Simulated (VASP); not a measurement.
A run of VASP 6.6.1 is set up as follows.

File INCAR:

```
PREC = Accurate
ENCUT = 600
EDIFF = 1E-6
ISMEAR = 0
SIGMA = 0.1
LREAL = False
LASPH = True
NELM = 60
ALGO = Fast
ISIF = 3
LWAVE = False
LCHARG = False
GGA = PE
IBRION = 2
NSW = 100
EDIFFG = -0.01
```

The input KPOINTS:

```
regular mesh
0
Gamma
  8 8 6
```

Contents of POSCAR:

```
SnTe3
1.0
    4.5097244197      0.0000000000      0.0000000000
    0.0000000000      4.5097244197      0.0000000000
    0.0000000000      0.0000000000      6.5286270342
Sn Te
1 3
Direct
    0.0000000000      0.0000000000      0.0000000000
    0.5000000000      0.5000000000      0.0000000000
    0.5000000000      0.5000000000      0.5000000000
    0.0000000000      0.0000000000      0.5000000000
```

Potentials or basis: VASP PAW PBE potentials, release 64 (Sn_d, Te).

The run is started by

```sh
$ cat potpaw_PBE.64/Sn_d/POTCAR potpaw_PBE.64/Te/POTCAR > POTCAR
$ mpirun -np 1 vasp_std > vasp.out
```

Q: Estimate the relaxed volume.

A: 32.87 Å³/atom.

Q: Predict the relaxed cell.

A: a = 4.490 Å, b = 4.490 Å, c = 6.521 Å, α = 90.00°, β = 90.00°, γ = 90.00°.

Q: Predict the space group after relaxing (to 0.1 Å).

A: P4/mmm (No. 123).

Final structure:
```
CELL_PARAMETERS angstrom
4.49012 0.00000 0.00000
0.00000 4.49012 0.00000
0.00000 0.00000 6.52119
ATOMIC_POSITIONS crystal
Sn 0.00000 0.00000 0.00000
Te 0.50000 0.50000 0.00000
Te 0.50000 0.50000 0.50000
Te 0.00000 0.00000 0.50000
```
